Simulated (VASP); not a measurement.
# H2CO in VASP: a series of runs

H2CO is run at these levels: PBE; tasks: single point.

Everything below comes from runs of VASP 6.6.1. Logs are shortened: lines on timing, memory, paths and dates and some standing lists are left out, and cuts for length are marked.

## (1) The cell of the first run

The cell holds a disordered packing, 24 atoms: a = 7.807 Å, b = 7.807 Å, c = 7.807 Å, α = 90.00°, β = 90.00°, γ = 90.00°.

## (2) Single point, PBE

Input file INCAR:

```
PREC = Accurate
ENCUT = 520
EDIFF = 1E-6
ISMEAR = -1
SIGMA = 0.05
LREAL = Auto
LASPH = True
NELM = 100
ALGO = Normal
ISIF = 2
LWAVE = False
LCHARG = True
GGA = PE
LELF = True
LVHAR = True
NBANDS = 54
```

Input file KPOINTS:

```
Automatic mesh
0
Gamma
  1 1 1
```

Input file POSCAR:

```
H2CO
1.0
    7.8068320000      0.0000000000      0.0000000000
    0.0000000000      7.8068320000      0.0000000000
    0.0000000000      0.0000000000      7.8068320000
O C H
6 6 12
Direct
    0.2429026268      0.2732222238      0.5212101400
    0.5039047849      0.7890780793      0.3839585635
   -0.0843107678      0.0661343808      0.9476827476
    0.5966312584      0.6047779688      0.8737090794
    0.8589271551      0.3804103893      0.4200679610
    0.4772870737     -0.0098631558      0.8691233525
    0.1965073669      0.2742213487      0.3693175414
    0.5887791616      0.7704661763      0.2577485976
    0.0577186751      0.0622403556      0.8887984268
    0.5212485679      0.4820905586      0.8009779127
    0.7753977542      0.2507931514      0.4291497499
    0.5649666856     -0.0423987605      0.7426443915
    0.1390448776      0.3899533127      0.2996093678
    0.2175402263      0.1556585309      0.2862620843
    0.5508892724      0.8077924567      0.1213296251
    0.7246729531      0.7125041246      0.2603360749
    0.0906513679      0.0022544356      0.7591427611
    0.1686215356      0.1238146280      0.9525118512
    0.5071071082      0.4956812187      0.6637263361
    0.4988835420      0.3560086857      0.8665230660
    0.6831196060      0.2351273859      0.5413847768
    0.7834419903      0.1532760024      0.3302491971
    0.5148311120     -0.0682991513      0.6172157925
    0.7047673115     -0.0485856491      0.7518927012
```

Potentials or basis: VASP PAW PBE potentials, release 64 (O, C, H).

Command:

```bash
$ cat potpaw_PBE.64/O/POTCAR potpaw_PBE.64/C/POTCAR potpaw_PBE.64/H/POTCAR > POTCAR
$ mpirun -np 1 vasp_gam > vasp.out
```

OUTCAR:

```text
PREC = Accurate
   ENCUT = 520
   EDIFF = 1E-6
   ISMEAR = -1
   LREAL = Auto
   LASPH = True
   NELM = 100
   ISIF = 2
   GGA = PE

 ion  position               nearest neighbor table
   1  0.243  0.273  0.521-   7 1.24
   2  0.504  0.789  0.384-   8 1.20
   3  0.916  0.066  0.948-   9 1.20
   4  0.597  0.605  0.874-  10 1.26
   5  0.859  0.380  0.420-  11 1.21
   6  0.477  0.990  0.869-  12 1.23
   7  0.197  0.274  0.369-  14 1.14  13 1.15   1 1.24
   8  0.589  0.770  0.258-  15 1.14  16 1.15   2 1.20
   9  0.058  0.062  0.889-  18 1.11  17 1.14   3 1.20
  10  0.521  0.482  0.801-  19 1.08  20 1.12   4 1.26
  11  0.775  0.251  0.429-  22 1.09  21 1.14   5 1.21
  12  0.565  0.958  0.743-  23 1.07  24 1.09   6 1.23
  13  0.139  0.390  0.300-   7 1.15
  14  0.218  0.156  0.286-   7 1.14
  15  0.551  0.808  0.121-   8 1.14
  16  0.725  0.713  0.260-   8 1.15
  17  0.091  0.002  0.759-   9 1.14
  18  0.169  0.124  0.953-   9 1.11
  19  0.507  0.496  0.664-  10 1.08
  20  0.499  0.356  0.867-  10 1.12
  21  0.683  0.235  0.541-  11 1.14
  22  0.783  0.153  0.330-  11 1.09
  23  0.515  0.932  0.617-  12 1.07
  24  0.705  0.951  0.752-  12 1.09

  LATTYP: Found a simple cubic cell.
 ALAT       =     7.8068320000

  Lattice vectors:

 A1 = (   7.8068320000,   0.0000000000,   0.0000000000)
 A2 = (   0.0000000000,   7.8068320000,   0.0000000000)
 A3 = (   0.0000000000,   0.0000000000,   7.8068320000)

Analysis of symmetry for initial positions (statically):
=====================================================================
 Subroutine PRICEL returns:
 Original cell was already a primitive cell.

 Routine SETGRP: Setting up the symmetry group for a
 simple cubic supercell.

 Subroutine GETGRP returns: Found  1 space group operations
 (whereof  1 operations were pure point group operations)
 out of a pool of 48 trial point group operations.

The static configuration has the point symmetry C_1 .

Analysis of symmetry for dynamics (positions and initial velocities):
=====================================================================
 Subroutine PRICEL returns:
 Original cell was already a primitive cell.

 Routine SETGRP: Setting up the symmetry group for a
 simple cubic supercell.

 Subroutine GETGRP returns: Found  1 space group operations
 (whereof  1 operations were pure point group operations)
 out of a pool of 48 trial point group operations.

The dynamic configuration has the point symmetry C_1 .

 Subroutine INISYM returns: Found  1 space group operations
 (whereof  1 operations are pure point group operations),
 and found     1 'primitive' translations

----------------------------------------------------------------------------------------

                                     Primitive cell

  volume of cell :     475.8001

  direct lattice vectors                    reciprocal lattice vectors
     7.806832000  0.000000000  0.000000000     0.128092932  0.000000000  0.000000000
     0.000000000  7.806832000  0.000000000     0.000000000  0.128092932  0.000000000
     0.000000000  0.000000000  7.806832000     0.000000000  0.000000000  0.128092932

  length of vectors
     7.806832000  7.806832000  7.806832000     0.128092932  0.128092932  0.128092932

  position of ions in fractional coordinates (direct lattice)
     0.242902627  0.273222224  0.521210140
     0.503904785  0.789078079  0.383958564
     0.915689232  0.066134381  0.947682748
     0.596631258  0.604777969  0.873709079
     0.858927155  0.380410389  0.420067961
     0.477287074  0.990136844  0.869123352
[... 16 lines left out ...]
     0.514831112  0.931700849  0.617215792
     0.704767311  0.951414351  0.751892701

  ion indices of the primitive-cell ions
   primitive index   ion index
                 1           1
                 2           2
                 3           3
                 4           4
                 5           5
                 6           6
[... 16 lines left out ...]
                23          23
                24          24

----------------------------------------------------------------------------------------

 KPOINTS: Automatic mesh

Automatic generation of k-mesh.
 Grid dimensions read from file:
 generate k-points for:    1    1    1

 Generating k-lattice:

  Cartesian coordinates                     Fractional coordinates (reciprocal lattice)
     0.128092932  0.000000000  0.000000000     1.000000000  0.000000000  0.000000000
     0.000000000  0.128092932  0.000000000     0.000000000  1.000000000  0.000000000
     0.000000000  0.000000000  0.128092932     0.000000000  0.000000000  1.000000000

  Length of vectors
     0.128092932  0.128092932  0.128092932

  Shift w.r.t. Gamma in fractional coordinates (k-lattice)
     0.000000000  0.000000000  0.000000000

 Subroutine IBZKPT returns following result:
 ===========================================

 Found      1 irreducible k-points:

 Following reciprocal coordinates:
            Coordinates               Weight
  0.000000  0.000000  0.000000      1.000000
   k-points           NKPTS =      1   k-points in BZ     NKDIM =      1   number of bands    NBANDS=     54
   number of dos      NEDOS =    301   number of ions     NIONS =     24
   total plane-waves  NPLWV = 216000
   dimension x,y,z NGX =    60 NGY =   60 NGZ =   60
   dimension x,y,z NGXF=   120 NGYF=  120 NGZF=  120
   ions per type =               6   6  12
   NGX,Y,Z   is equivalent  to a cutoff of  12.78, 12.78, 12.78 a.u.
   NGXF,Y,Z  is equivalent  to a cutoff of  25.55, 25.55, 25.55 a.u.
 SYSTEM =  unknown system
   PREC   = accura    normal or accurate (medium, high low for compatibility)
   ISTART =      0    job   : 0-new  1-cont  2-samecut
   ICHARG =      2    charge: 1-file 2-atom 10-const
   ISPIN  =      1    spin polarized calculation?
   LNONCOLLINEAR =      F non collinear calculations
   LSORBIT =      F    spin-orbit coupling
   LASPH  =      T    aspherical Exc in radial PAW
   ENCUT  =  520.0 eV  38.22 Ry    6.18 a.u.  14.52 14.52 14.52*2*pi/ulx,y,z
   NELM   =    100;   NELMIN=  2; NELMDL= -5     # of ELM steps
   EDIFF  = 0.1E-05   stopping-criterion for ELM
   LREAL  =      T    real-space projection
   EDIFFG = 0.1E-04   stopping-criterion for IOM
   NSW    =      0    number of steps for IOM
[... 5 lines left out ...]
   TEBEG  =    0.0;   TEEND  =   0.0 temperature during run
   PSTRESS=    0.0 pullay stress
   NELECT =      72.0000    total number of electrons
   NUPDOWN=      -1.0000    fix difference up-down
   EMIN   =  10.00;   EMAX   =-10.00  energy-range for DOS
   EFERMI =   0.00;   METHOD = LEGACY
   ISMEAR =    -1;   SIGMA  =   0.05  broadening in eV -4-tet -1-fermi 0-gaus
   EFERMI_NEDOS =   21; number of points for ismear=-14 and -15
   IALGO  =     38    algorithm
   IMIX   =      4    mixing-type and parameters
     AMIX     =   0.40;   BMIX     =  1.00
     AMIX_MAG =   1.60;   BMIX_MAG =  1.00
  volume/ion in A,a.u.               =      19.83       133.79
  Fermi-wavevector in a.u.,A,eV,Ry     =   0.872390  1.648579 10.354916  0.761065
  Thomas-Fermi vector in A             =   1.991633
   LORBIT       =      0    0 simple, 1 ext, 2 COOP (PROOUT), +10 PAW based schemes
   GGA     = PE    functional components
   LHFCALC =     F    Hartree Fock is set to
   AEXX    =    0.0000 exact exchange contribution
   IVDW    =     0    specifies the selected vdW correction
   LEPSILON=     F    determine dielectric tensor
   LRPA    =     F    only Hartree local field effects (RPA)
 non-spin polarized calculation
  energy-cutoff  :      520.00
  volume of cell :      475.80
 maximum number of plane-waves:      6447
 NGX is ok and might be reduce to    60
   NGX = 29   NGY = 29   NGZ = 29

 number of electron      71.9999998 magnetization

 Free energy of the ion-electron system (eV)
  ---------------------------------------------------
  ext. energy  EPLUGINS =         0.00000000
  ---------------------------------------------------
  free energy    TOTEN  =      -133.02952526 eV

  energy without entropy =     -133.02952526  energy(sigma->0) =     -133.02952526

 E-fermi :  -2.2106     XC(G=0):  -5.1305

 val. band max:       -3.4619707088   @ k =   0.0000   0.0000   0.0000
 cond. band min:      -0.8462830769   @ k =   0.0000   0.0000   0.0000
 fundamental gap:      2.6156876319
 Fermi energy:        -2.2105986750

 k-point     1 :       0.0000    0.0000    0.0000
  band No.  band energies     occupation
      1     -24.9505      2.00000
      2     -24.6887      2.00000
      3     -24.6663      2.00000
      4     -24.1145      2.00000
      5     -23.9006      2.00000
      6     -23.8335      2.00000
[... 40 lines left out ...]
     47       3.1640      0.00000
     48       3.3333      0.00000
 [bands above 48 left out]

------------------------ aborting loop because EDIFF is reached ----------------------------------------

  FORCE on cell =-STRESS in cart. coord.  units (eV):
  Direction    XX          YY          ZZ          XY          YZ          ZX
  --------------------------------------------------------------------------------------
  -------------------------------------------------------------------------------------
  Total        1.9824826     -2.3080174     -1.6500589      0.4853987      0.7489850     -1.0494666
  in kB        6.6756792     -7.7718634     -5.5562980      1.6344990      2.5220821     -3.5339037
  external PRESSURE =      -2.2174940 kB  Pullay stress =       0.0000000 kB

 VOLUME and BASIS-vectors are now :
 -----------------------------------------------------------------------------
  energy-cutoff  :      520.00
  volume of cell :      475.80
      direct lattice vectors                 reciprocal lattice vectors
     7.806832000  0.000000000  0.000000000     0.128092932  0.000000000  0.000000000
     0.000000000  7.806832000  0.000000000     0.000000000  0.128092932  0.000000000
     0.000000000  0.000000000  7.806832000     0.000000000  0.000000000  0.128092932

 POSITION                                       TOTAL-FORCE (eV/Angst)
 -----------------------------------------------------------------------------------
      1.89630      2.13300      4.06900        -0.597135      0.211614     -1.587674
      3.93390      6.16020      2.99750        -1.078931      0.127362      1.187139
      7.14863      0.51630      7.39840        -1.233453     -0.100305      0.570782
      4.65780      4.72140      6.82090        -1.460844     -1.918015     -0.548739
      6.70550      2.96980      3.27940         0.504403      0.828011     -0.112459
      3.72610      7.72983      6.78510        -0.030249      0.160594     -0.355701
[... 16 lines left out ...]
      4.01920      7.27363      4.81850        -0.793670     -0.123691     -0.827779
      5.50200      7.42753      5.86990         0.549521      0.038271      0.193762
 -----------------------------------------------------------------------------------
    total drift:                               -0.003631      0.000290     -0.011645

  FREE ENERGIE OF THE ION-ELECTRON SYSTEM (eV)
  ---------------------------------------------------
  free  energy   TOTEN  =      -133.0295252562 eV

  energy  without entropy=     -133.0295252561  energy(sigma->0) =     -133.02952526
```

It took 56 s on 1 thread of Intel Xeon Platinum 8259CL at 2.50GHz (Skylake/Cascade Lake), shared host; peak memory 0.47 GiB.

Results:

```yaml
Free_energy: -133.0295 eV
Pressure: -0.2 GPa
Largest_force: 3.313 eV/Å
```

Forces on the atoms (eV/Å):
```
O   -0.597  0.212 -1.588
O   -1.079  0.127  1.187
O   -1.233 -0.100  0.571
O   -1.461 -1.918 -0.549
O    0.504  0.828 -0.112
O   -0.030  0.161 -0.356
C    0.721 -0.021  0.442
C    2.006 -0.367 -2.537
C    1.418 -0.030 -1.326
C    2.458  1.749  1.370
C   -0.999  0.244  1.123
C    0.134  0.076  1.190
H    0.438 -0.679  0.730
H   -0.248  0.495  0.405
H   -0.152 -0.077  0.926
H   -0.748  0.210  0.237
H   -0.266  0.162  0.671
H    0.180 -0.006  0.141
H   -0.728 -0.308 -0.771
H   -0.293  0.410 -0.088
H    0.299 -0.309 -0.591
H   -0.080 -0.774 -0.443
H   -0.794 -0.124 -0.828
H    0.550  0.038  0.194
```

Caveat: the k points lie up to 0.80 Å⁻¹ apart, too coarse for converged energies, forces and pressures.

## (3) Single point, PBE

Input file INCAR:

```
PREC = Accurate
ENCUT = 520
EDIFF = 1E-6
ISMEAR = -1
SIGMA = 0.05
LREAL = Auto
LASPH = T
NELM = 80
ALGO = Normal
ISIF = 2
LWAVE = F
LCHARG = F
GGA = PE
NBANDS = 54
```

Input file KPOINTS:

```
regular mesh
0
Gamma
  1 1 1
```

Input file POSCAR:

```
H2CO
1.0
    7.8068320000      0.0000000000      0.0000000000
    0.0000000000      7.8068320000      0.0000000000
    0.0000000000      0.0000000000      7.8068320000
O C H
6 6 12
Direct
    0.2301445708      0.2857881404      0.5233749106
    0.5060055090      0.7814053127      0.3663457853
   -0.0800196546      0.0690164717      0.9340152318
    0.6060460889      0.5348904652      0.8706220398
    0.8476421678      0.3716104048      0.4693196933
    0.4810914338     -0.0093892119      0.8489999529
    0.1758972141      0.2429922919      0.3888004763
    0.5775069836      0.7843002129      0.2277492330
    0.0712452887      0.0896266245      0.9057323124
    0.5097714412      0.4378984971      0.8073697500
    0.7476912530      0.2555966364      0.4504516044
    0.5651716343     -0.0334066366      0.7227899870
    0.1310518787      0.3351295378      0.2854679081
    0.1728870302      0.0974531026      0.3553041746
    0.5469952472      0.8794860707      0.1353173733
    0.6976197259      0.7079568255      0.2054866814
    0.1242629533      0.0507119918      0.7788050262
    0.1595013188      0.1435537488      1.0101664798
    0.3698299131      0.4376038834      0.8355630043
    0.5594074523      0.3098439931      0.7525459751
    0.6124891633      0.2558784408      0.4859717745
    0.7887450377      0.1348434294      0.3691894484
    0.5229265853     -0.0794048085      0.5902778489
    0.6987981809      0.0086462729      0.7355096152
```

Potentials or basis: VASP PAW PBE potentials, release 64 (O, C, H).

Command:

```bash
$ cat potpaw_PBE.64/O/POTCAR potpaw_PBE.64/C/POTCAR potpaw_PBE.64/H/POTCAR > POTCAR
$ mpirun -np 1 vasp_gam > vasp.out
```

Wall time 57 s (1 thread of Intel Xeon Platinum 8259CL at 2.50GHz (Skylake/Cascade Lake), shared host); peak memory 0.47 GiB.

It converged, with:

```
Free energy   : -132.7021 eV
Pressure      : 1.1 GPa
Largest force : 4.276 eV/Å
```

Forces on the atoms (eV/Å):
```
O    1.157  1.111  2.597
O   -0.537 -0.421  0.249
O   -0.563  0.043  0.302
O    2.139  2.839  1.063
O    0.182  0.632  0.477
O   -2.033 -0.291  1.247
C   -0.919 -1.799 -2.960
C    1.581 -0.277  1.098
C    0.504 -0.018  0.268
C   -1.517 -3.995 -0.162
C    0.707 -1.824 -2.064
C    1.302  0.449 -1.695
H    0.186 -0.327  0.412
H   -0.210  1.022 -0.024
H   -0.537  0.781 -1.356
H   -0.470 -0.191 -0.176
H    0.391  0.260  0.279
H   -0.264 -0.260 -0.809
H   -0.265  0.362 -0.508
H   -0.411  0.958 -0.256
H   -0.621  0.251  0.496
H   -0.403  0.891  0.935
H   -0.239  0.003  1.060
H    0.840 -0.201 -0.473
```

Stress tensor (GPa, compression positive):
```
 1.96  1.07 -0.04
 1.07  0.07  0.16
-0.04  0.16  1.17
```

Levels at points of the mesh, in eV from the Fermi level:
```tsv
k point	band 32	band 33	band 34	band 35	band 36	band 37	band 38	band 39	band 40	band 41
(0.00, 0.00, 0.00)	-1.73	-1.60	-1.52	-1.42	-1.28	1.59	1.93	1.98	2.10	2.23
```

Caveat: the k points lie up to 0.80 Å⁻¹ apart, too coarse for converged energies, forces and pressures.

(Continued in part 2 of 2.)
